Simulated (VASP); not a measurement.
# PbS (Immm) in VASP: further runs

PbS is run at these levels: PBE; tasks: single point.

All numbers are computed with VASP 6.6.1; they aren't measurements. Logs are shortened: lines on timing, memory, paths and dates and some standing lists are left out, and cuts for length are marked.

### 1 The cell of the first run

The structure is orthorhombic, space group Immm (No. 71). Conventional cell: a = 4.115 Å, b = 4.272 Å, c = 5.930 Å, α = 90.00°, β = 90.00°, γ = 90.00°. Pb (site symmetry mmm) has 6 S at 2.96 to 2.97 Å within 3.9 Å. S (site symmetry mmm) has 6 Pb at 2.96 to 2.97 Å within 3.9 Å.

### 2 Single point, PBE (strain +0.0375 x Voigt [0, 0, 0, 1, 0, 0])

INCAR reads:

```
SYSTEM = PbS
PREC     = Accurate       ! precision mode
ENCUT    = 520            ! plane-wave cutoff, eV
EDIFF    = 1E-6           ! SCF threshold, eV
ISMEAR   = 0              ! smearing method
SIGMA    = 0.03           ! smearing width, eV
LREAL    = .False.        ! projectors in reciprocal space
LASPH    = .True.         ! aspherical terms in the spheres
NELM     = 60             ! most SCF steps
ALGO     = Normal         ! electronic algorithm
ISIF     = 2              ! what is computed and relaxed
LWAVE    = .False.        ! write WAVECAR
LCHARG   = .False.        ! write CHGCAR
GGA      = PE             ! functional
NBANDS   = 17             ! bands
```

KPOINTS reads:

```
regular mesh
0
Gamma
  10 10 10
  0 0 0
```

POSCAR reads:

```
PbS
1.0
    0.0000000000      3.0205937500      3.0205937500
    2.9650000000      0.0555937500      2.9650000000
    2.9650000000      2.9650000000      0.0555937500
Pb S
1 1
Direct
    0.0000000000      0.0000000000      0.0000000000
    0.5000000000      0.5000000000      0.5000000000
```

Potentials or basis: VASP PAW PBE potentials, release 64 (Pb_d, S).

Launch:

```
$ cat potpaw_PBE.64/Pb_d/POTCAR potpaw_PBE.64/S/POTCAR > POTCAR
$ mpirun -np 1 vasp_std > vasp.out
```

OUTCAR:

```text
SYSTEM = PbS
   PREC = Accurate
   ENCUT = 520
   EDIFF = 1E-6
   ISMEAR = 0
   LREAL = .False.
   LASPH = .True.
   NELM = 60
   ISIF = 2
   GGA = PE

 ion  position               nearest neighbor table
   1  0.000  0.000  0.000-   2 2.96   2 2.96   2 2.97   2 2.97   2 2.97   2 2.97
   2  0.500  0.500  0.500-   1 2.96   1 2.96   1 2.97   1 2.97   1 2.97   1 2.97

  LATTYP: Found a body centered orthorhombic cell.
 ALAT       =     4.1145217772
 B/A-ratio  =     1.0382165605
 C/A-ratio  =     1.4412367515

  Lattice vectors:

 A1 = (  -2.9650000000,   2.9650000000,   0.0555937500)
 A2 = (  -2.9650000000,  -2.9650000000,  -0.0555937500)
 A3 = (   2.9650000000,   0.0555937500,   2.9650000000)

Analysis of symmetry for initial positions (statically):
=====================================================================
 Subroutine PRICEL returns:
 Original cell was already a primitive cell.

 Routine SETGRP: Setting up the symmetry group for a
 body centered orthorhombic supercell.

 Subroutine GETGRP returns: Found  8 space group operations
 (whereof  8 operations were pure point group operations)
 out of a pool of  8 trial point group operations.

The static configuration has the point symmetry D_2h.

Analysis of symmetry for dynamics (positions and initial velocities):
=====================================================================
 Subroutine PRICEL returns:
 Original cell was already a primitive cell.

 Routine SETGRP: Setting up the symmetry group for a
 body centered orthorhombic supercell.

 Subroutine GETGRP returns: Found  8 space group operations
 (whereof  8 operations were pure point group operations)
 out of a pool of  8 trial point group operations.

The dynamic configuration has the point symmetry D_2h.

 Subroutine INISYM returns: Found  8 space group operations
 (whereof  8 operations are pure point group operations),
 and found     1 'primitive' translations

----------------------------------------------------------------------------------------

                                     Primitive cell

  volume of cell :      52.1136

  direct lattice vectors                    reciprocal lattice vectors
     0.000000000  3.020593750  3.020593750    -0.168634064  0.165530370  0.165530370
     2.965000000  0.055593750  2.965000000     0.168634064 -0.171856371  0.171856371
     2.965000000  2.965000000  0.055593750     0.168634064  0.171856371 -0.171856371

  length of vectors
     4.271764648  4.193511734  4.193511734     0.288510059  0.295815267  0.295815267

  position of ions in fractional coordinates (direct lattice)
     0.000000000  0.000000000  0.000000000
     0.500000000  0.500000000  0.500000000

  ion indices of the primitive-cell ions
   primitive index   ion index
                 1           1
                 2           2

----------------------------------------------------------------------------------------

 KPOINTS: regular mesh

Automatic generation of k-mesh.
 Grid dimensions read from file:
 generate k-points for:   10   10   10

 Generating k-lattice:

  Cartesian coordinates                     Fractional coordinates (reciprocal lattice)
    -0.016863406  0.016553037  0.016553037     0.100000000  0.000000000 -0.000000000
     0.016863406 -0.017185637  0.017185637     0.000000000  0.100000000 -0.000000000
     0.016863406  0.017185637 -0.017185637     0.000000000 -0.000000000  0.100000000

  Length of vectors
     0.028851006  0.029581527  0.029581527

  Shift w.r.t. Gamma in fractional coordinates (k-lattice)
     0.000000000  0.000000000  0.000000000

 Subroutine IBZKPT returns following result:
 ===========================================

 Found    171 irreducible k-points:

 Following reciprocal coordinates:
            Coordinates               Weight
  0.000000  0.000000  0.000000      1.000000
  0.100000 -0.000000 -0.000000      4.000000
  0.200000 -0.000000 -0.000000      4.000000
  0.300000 -0.000000 -0.000000      4.000000
  0.400000 -0.000000 -0.000000      4.000000
  0.500000 -0.000000 -0.000000      2.000000
[... 16 lines left out ...]
 -0.400000  0.200000  0.000000      8.000000
 -0.300000  0.200000  0.000000      8.000000
 [... further k-points ...]
   k-points           NKPTS =    171   k-points in BZ     NKDIM =    171   number of bands    NBANDS=     17
   number of dos      NEDOS =    301   number of ions     NIONS =      2
   total plane-waves  NPLWV =  32768
   dimension x,y,z NGX =    32 NGY =   32 NGZ =   32
   dimension x,y,z NGXF=    64 NGYF=   64 NGZF=   64
   ions per type =               1   1
   NGX,Y,Z   is equivalent  to a cutoff of  12.45, 12.69, 12.69 a.u.
   NGXF,Y,Z  is equivalent  to a cutoff of  24.91, 25.37, 25.37 a.u.
 SYSTEM =  PbS
   PREC   = accura    normal or accurate (medium, high low for compatibility)
   ISTART =      0    job   : 0-new  1-cont  2-samecut
   ICHARG =      2    charge: 1-file 2-atom 10-const
   ISPIN  =      1    spin polarized calculation?
   LNONCOLLINEAR =      F non collinear calculations
   LSORBIT =      F    spin-orbit coupling
   LASPH  =      T    aspherical Exc in radial PAW
   ENCUT  =  520.0 eV  38.22 Ry    6.18 a.u.   7.94  7.80  7.80*2*pi/ulx,y,z
   NELM   =     60;   NELMIN=  2; NELMDL= -5     # of ELM steps
   EDIFF  = 0.1E-05   stopping-criterion for ELM
   LREAL  =      F    real-space projection
   EDIFFG = 0.1E-04   stopping-criterion for IOM
   NSW    =      0    number of steps for IOM
   IBRION =     -1    ionic relax: 0-MD 1-quasi-New 2-CG
   NFREE  =      0    steps in history (QN), initial steepest desc. (CG)
   ISIF   =      2    stress and relaxation
   ISYM   =      2    0-nonsym 1-usesym 2-fastsym
   POTIM  = 0.5000    time-step for ionic-motion
   TEBEG  =    0.0;   TEEND  =   0.0 temperature during run
   PSTRESS=    0.0 pullay stress
   NELECT =      20.0000    total number of electrons
   NUPDOWN=      -1.0000    fix difference up-down
   EMIN   =  10.00;   EMAX   =-10.00  energy-range for DOS
   EFERMI =   0.00;   METHOD = LEGACY
   ISMEAR =     0;   SIGMA  =   0.03  broadening in eV -4-tet -1-fermi 0-gaus
   EFERMI_NEDOS =   21; number of points for ismear=-14 and -15
   IALGO  =     38    algorithm
   IMIX   =      4    mixing-type and parameters
     AMIX     =   0.40;   BMIX     =  1.00
     AMIX_MAG =   1.60;   BMIX_MAG =  1.00
  volume/ion in A,a.u.               =      26.06       175.84
  Fermi-wavevector in a.u.,A,eV,Ry     =   1.189692  2.248191 19.257223  1.415366
  Thomas-Fermi vector in A             =   2.325793
   LORBIT       =      0    0 simple, 1 ext, 2 COOP (PROOUT), +10 PAW based schemes
   GGA     = PE    functional components
   LHFCALC =     F    Hartree Fock is set to
   AEXX    =    0.0000 exact exchange contribution
   IVDW    =     0    specifies the selected vdW correction
   LEPSILON=     F    determine dielectric tensor
   LRPA    =     F    only Hartree local field effects (RPA)
 non-spin polarized calculation
 Gauss-broadening in eV      SIGMA  =   0.03
  energy-cutoff  :      520.00
  volume of cell :       52.11
 maximum number of plane-waves:      1419
   NGX = 15   NGY = 15   NGZ = 15

 number of electron      20.0000000 magnetization

 Free energy of the ion-electron system (eV)
  ---------------------------------------------------
  ext. energy  EPLUGINS =         0.00000000
  ---------------------------------------------------
  free energy    TOTEN  =        -8.75027776 eV

  energy without entropy =       -8.75027775  energy(sigma->0) =       -8.75027775

 E-fermi :   5.9992     XC(G=0):  -9.6882

 val. band max:        5.9097581033   @ k =   0.5000  -0.0000  -0.0000
 cond. band min:       6.0885795224   @ k =   0.0000   0.5000   0.0000
 fundamental gap:      0.1788214191
 Fermi energy:         5.9991685148

 k-point     1 :       0.0000    0.0000    0.0000
  band No.  band energies     occupation
      1     -10.9988      2.00000
      2     -10.9936      2.00000
      3     -10.9901      2.00000
      4     -10.9754      2.00000
      5     -10.9701      2.00000
      6      -7.7672      2.00000
[... 9 lines left out ...]
     16      12.8171      0.00000
     17      14.5137      0.00000

 k-point     2 :       0.1000   -0.0000   -0.0000
  band No.  band energies     occupation
      1     -10.9995      2.00000
      2     -10.9913      2.00000
      3     -10.9886      2.00000
      4     -10.9760      2.00000
      5     -10.9694      2.00000
      6      -7.6831      2.00000
[... 9 lines left out ...]
     16      13.0603      0.00000
     17      15.2639      0.00000

 k-point     3 :       0.2000   -0.0000   -0.0000
  band No.  band energies     occupation
      1     -11.0031      2.00000
      2     -10.9915      2.00000
      3     -10.9865      2.00000
      4     -10.9715      2.00000
      5     -10.9641      2.00000
      6      -7.4418      2.00000
[... 9 lines left out ...]
     16      13.6262      0.00000
     17      16.8015      0.00000

 k-point     4 :       0.3000   -0.0000   -0.0000
  band No.  band energies     occupation
      1     -11.0098      2.00000
      2     -10.9978      2.00000
      3     -10.9856      2.00000
      4     -10.9597      2.00000
      5     -10.9539      2.00000
      6      -7.0850      2.00000
[... 9 lines left out ...]
     16      14.4558      0.00000
     17      18.0932      0.00000
[... 343 lines left out ...]
      1     -11.0452      2.00000
      2     -10.9924      2.00000
      3     -10.9832      2.00000
      4     -10.9599      2.00000
      5     -10.9394      2.00000
      6      -6.4052      2.00000
[... 9 lines left out ...]
     16      16.3065      0.00000
     17      16.8665      0.00000

 k-point    23 :      -0.4000    0.2000    0.0000
  band No.  band energies     occupation
      1     -11.0375      2.00000
      2     -10.9966      2.00000
      3     -10.9747      2.00000
      4     -10.9629      2.00000
      5     -10.9449      2.00000
      6      -6.3575      2.00000
[... 9 lines left out ...]
     16      15.3160      0.00000
     17      17.4901      0.00000

 k-point    24 :      -0.3000    0.2000    0.0000
  band No.  band energies     occupation
      1     -11.0229      2.00000
      2     -10.9979      2.00000
      3     -10.9772      2.00000
      4     -10.9615      2.00000
      5     -10.9544      2.00000
      6      -6.5897      2.00000
[... 9 lines left out ...]
     16      15.8113      0.00000
     17      16.8506      0.00000

 [... further k-points ...]
[... 5 lines left out ...]
  --------------------------------------------------------------------------------------
  -------------------------------------------------------------------------------------
  Total        0.7058490      0.7173846      0.7173846      0.0000000     -0.2385403      0.0000000
  in kB       21.7005645     22.0552132     22.0552132      0.0000000     -7.3336647      0.0000000
  external PRESSURE =      21.9369970 kB  Pullay stress =       0.0000000 kB

 VOLUME and BASIS-vectors are now :
 -----------------------------------------------------------------------------
  energy-cutoff  :      520.00
  volume of cell :       52.11
      direct lattice vectors                 reciprocal lattice vectors
     0.000000000  3.020593750  3.020593750    -0.168634064  0.165530370  0.165530370
     2.965000000  0.055593750  2.965000000     0.168634064 -0.171856371  0.171856371
     2.965000000  2.965000000  0.055593750     0.168634064  0.171856371 -0.171856371

 POSITION                                       TOTAL-FORCE (eV/Angst)
 -----------------------------------------------------------------------------------
      0.00000      0.00000      0.00000         0.000000      0.000000     -0.000000
      2.96500      3.02059      3.02059        -0.000000     -0.000000      0.000000
 -----------------------------------------------------------------------------------
    total drift:                                0.000000     -0.000000     -0.000000

  FREE ENERGIE OF THE ION-ELECTRON SYSTEM (eV)
  ---------------------------------------------------
  free  energy   TOTEN  =        -8.7502777572 eV

  energy  without entropy=       -8.7502777478  energy(sigma->0) =       -8.75027775
```

Wall time 2.3 min (1 thread of Intel Xeon 8259CL, shared host); peak memory 0.28 GiB.

Results:

```
Free energy            : -8.7503 eV
Pressure               : 2.2 GPa
Band gap on the k mesh : 0.18 eV, indirect (least direct gap 0.33 eV)
```

Caveat: the cell differs from its parent crystal (strain +0.0375 x Voigt [0, 0, 0, 1, 0, 0]); spin-orbit coupling is left out, which moves the levels of the heavy elements. A k mesh can miss the band edges.

### 3 Single point, PBE (strain +0.0562 x Voigt [0, 0, 0, 1, 0, 0])

INCAR reads:

```
SYSTEM = PbS
PREC = Accurate
ENCUT = 520
EDIFF = 1E-7
ISMEAR = 0
SIGMA = 0.03
LREAL = .FALSE.
LASPH = .TRUE.
NELM = 100
ALGO = Normal
ISIF = 2
LWAVE = .FALSE.
LCHARG = .FALSE.
GGA = PE
NBANDS = 17
```

KPOINTS reads:

```
regular mesh
0
G
  10 10 10
  0 0 0
```

POSCAR reads:

```
PbS
1.0
    0.0000000000      3.0483165000      3.0483165000
    2.9650000000      0.0833165000      2.9650000000
    2.9650000000      2.9650000000      0.0833165000
Pb S
1 1
Direct
    0.0000000000      0.0000000000      0.0000000000
    0.5000000000      0.5000000000      0.5000000000
```

Potentials or basis: VASP PAW PBE potentials, release 64 (Pb_d, S).

Launch:

```
$ cat potpaw_PBE.64/Pb_d/POTCAR potpaw_PBE.64/S/POTCAR > POTCAR
$ mpirun -np 1 vasp_std > vasp.out
```

OUTCAR:

```text
SYSTEM = PbS
   PREC = Accurate
   ENCUT = 520
   EDIFF = 1E-7
   ISMEAR = 0
   LREAL = .FALSE.
   LASPH = .TRUE.
   NELM = 100
   ISIF = 2
   GGA = PE

 ion  position               nearest neighbor table
   1  0.000  0.000  0.000-   2 2.96   2 2.96   2 2.97   2 2.97   2 2.97   2 2.97
   2  0.500  0.500  0.500-   1 2.96   1 2.96   1 2.97   1 2.97   1 2.97   1 2.97

  LATTYP: Found a body centered orthorhombic cell.
 ALAT       =     4.0753158882
 B/A-ratio  =     1.0578248791
 C/A-ratio  =     1.4551019265

  Lattice vectors:

 A1 = (  -2.9650000000,   2.9650000000,   0.0833165000)
[... 651 lines left out ...]
      6      -6.5868      2.00000
[... 9 lines left out ...]
     16      15.8297      0.00000
     17      16.8185      0.00000

 [... further k-points ...]
[... 5 lines left out ...]
  --------------------------------------------------------------------------------------
  -------------------------------------------------------------------------------------
  Total        0.6986950      0.7248076      0.7248076      0.0000000     -0.3572862      0.0000000
  in kB       21.4900370     22.2931947     22.2931947      0.0000000    -10.9891941      0.0000000
  external PRESSURE =      22.0254754 kB  Pullay stress =       0.0000000 kB

 VOLUME and BASIS-vectors are now :
 -----------------------------------------------------------------------------
  energy-cutoff  :      520.00
  volume of cell :       52.09
      direct lattice vectors                 reciprocal lattice vectors
     0.000000000  3.048316500  3.048316500    -0.168634064  0.164024963  0.164024963
     2.965000000  0.083316500  2.965000000     0.168634064 -0.173509686  0.173509686
     2.965000000  2.965000000  0.083316500     0.168634064  0.173509686 -0.173509686

 POSITION                                       TOTAL-FORCE (eV/Angst)
 -----------------------------------------------------------------------------------
      0.00000      0.00000      0.00000        -0.000000      0.000000     -0.000000
      2.96500      3.04832      3.04832         0.000000     -0.000000      0.000000
 -----------------------------------------------------------------------------------
    total drift:                                0.000000     -0.000000     -0.000000

  FREE ENERGIE OF THE ION-ELECTRON SYSTEM (eV)
  ---------------------------------------------------
  free  energy   TOTEN  =        -8.7443765061 eV

  energy  without entropy=       -8.7443658664  energy(sigma->0) =       -8.74437119
```

OSZICAR:

```text
N       E                     dE             d eps       ncg     rms          rms(c)
DAV:   1     0.159291039977E+03    0.15929E+03   -0.96967E+03  5854   0.124E+03
DAV:   2     0.307899826496E+01   -0.15621E+03   -0.15033E+03  6218   0.315E+02
DAV:   3    -0.892137228813E+01   -0.12000E+02   -0.11892E+02  7518   0.921E+01
DAV:   4    -0.921960867430E+01   -0.29824E+00   -0.29795E+00  7584   0.158E+01
DAV:   5    -0.923063670852E+01   -0.11028E-01   -0.11027E-01  8586   0.294E+00    0.464E+00
DAV:   6    -0.874081428437E+01    0.48982E+00   -0.13842E+00  9211   0.803E+00    0.326E+00
DAV:   7    -0.874112938944E+01   -0.31511E-03   -0.14621E-01  7009   0.191E+00    0.187E+00
DAV:   8    -0.874469128944E+01   -0.35619E-02   -0.16567E-02  7036   0.138E+00    0.252E-01
DAV:   9    -0.874418929317E+01    0.50200E-03   -0.35348E-03  9288   0.517E-01    0.859E-02
DAV:  10    -0.874436696374E+01   -0.17767E-03   -0.37728E-04  6696   0.116E-01    0.550E-02
DAV:  11    -0.874437571281E+01   -0.87491E-05   -0.61187E-05  8157   0.850E-02    0.181E-02
DAV:  12    -0.874437648811E+01   -0.77530E-06   -0.41660E-06  7644   0.210E-02    0.310E-03
DAV:  13    -0.874437650608E+01   -0.17970E-07   -0.21251E-07  7517   0.416E-03
   1 F= -.87443765E+01 E0= -.87443712E+01  d E =-.106397E-04
```

Run time: 2.7 min. Hardware: 1 thread of Intel Xeon 8259CL, shared host; peak memory 0.28 GiB.

What came out:

* Free energy: -8.7444 eV
* Pressure: 2.2 GPa
* Band gap on the k mesh: 0.08 eV, indirect (least direct gap 0.30 eV)

Caveat: the cell differs from its parent crystal (strain +0.0562 x Voigt [0, 0, 0, 1, 0, 0]); spin-orbit coupling is left out, which moves the levels of the heavy elements. A k mesh can miss the band edges.

### 4 Single point, PBE (strain +0.0187 x Voigt [0, 0, 0, 1, 0, 0])

INCAR reads:

```
ALGO = Normal ; EDIFF = 1E-6
ENCUT = 520 ; GGA = PE
ISIF = 2 ; ISMEAR = 0
LASPH = T ; LCHARG = T
LELF = T ; LREAL = F
LVHAR = T ; LWAVE = F
NBANDS = 17 ; NELM = 60
PREC = Accurate ; SIGMA = 0.03
```

KPOINTS reads:

```
k-points
0
Gamma
  10 10 10
```

POSCAR reads:

```
PbS
1.0
    0.0000000000      2.9927227500      2.9927227500
    2.9650000000      0.0277227500      2.9650000000
    2.9650000000      2.9650000000      0.0277227500
Pb S
1 1
Direct
    0.0000000000      0.0000000000      0.0000000000
    0.5000000000      0.5000000000      0.5000000000
```

Launch:

```
$ cat potpaw_PBE.64/Pb_d/POTCAR potpaw_PBE.64/S/POTCAR > POTCAR
$ mpirun -np 1 vasp_std > vasp.out
```

It took 2.6 min on 1 thread of Intel Xeon 8259CL, shared host; peak memory 0.28 GiB.

The run converged. Its results:

* Free energy: -8.7538 eV
* Pressure: 2.2 GPa
* Band gap on the k mesh: 0.27 eV, indirect (least direct gap 0.35 eV)

Stress tensor (GPa, compression positive):
```
 2.19  0.00  0.00
 0.00  2.20 -0.37
 0.00 -0.37  2.20
```

Levels at points of the mesh, in eV from the valence-band top:
```
           k point  band 6  band 7  band 8  band 9  band 10  band 11  band 12  band 13  band 14  band 15
(0.00, 0.00, 0.00)  -13.64   -6.07   -2.28   -2.22    -2.14     5.17     5.17     5.19     6.57     6.69
(0.50, 0.00, 0.00)  -12.41   -8.93   -1.82   -1.78     0.00     0.37     1.95     2.01     8.62     9.90
(0.00, 0.50, 0.00)  -12.39   -8.86   -1.86   -1.83    -0.07     0.27     1.84     1.90     8.63    10.01
(0.50, 0.50, 0.00)  -11.97   -7.24   -5.24   -3.48    -3.48     3.82     5.46     5.65     5.72    11.12
(0.00, 0.50, 0.50)  -11.97   -7.24   -5.24   -3.57    -3.39     3.83     5.54     5.64     5.66    11.14
```

Caveat: the cell differs from its parent crystal (strain +0.0187 x Voigt [0, 0, 0, 1, 0, 0]); spin-orbit coupling is left out, which moves the levels of the heavy elements.

### 5 Overview

```tsv
cell	gap on the mesh (eV)	pressure (GPa)
a = 4.272, b = 4.194, c = 4.194 Å, angles 58.8, 59.4, 59.4°, 2 atoms	0.18	2.2
a = 4.311, b = 4.194, c = 4.194 Å, angles 58.1, 59.1, 59.1°, 2 atoms	0.08	2.2
a = 4.232, b = 4.193, c = 4.193 Å, angles 59.4, 59.7, 59.7°, 2 atoms	0.27	2.2
```

Alike in all rows: task single point; level PBE; potentials or basis VASP PAW PBE potentials, release 64 (Pb_d, S); no spin polarisation; k mesh 10 × 10 × 10; cutoff (eV) 520; smearing gaussian 0.03 eV.

Caveats: spin-orbit coupling is left out, which moves the levels of the heavy elements.

Total energies depend on the potentials used, so only differences within one code and one set of settings carry meaning.
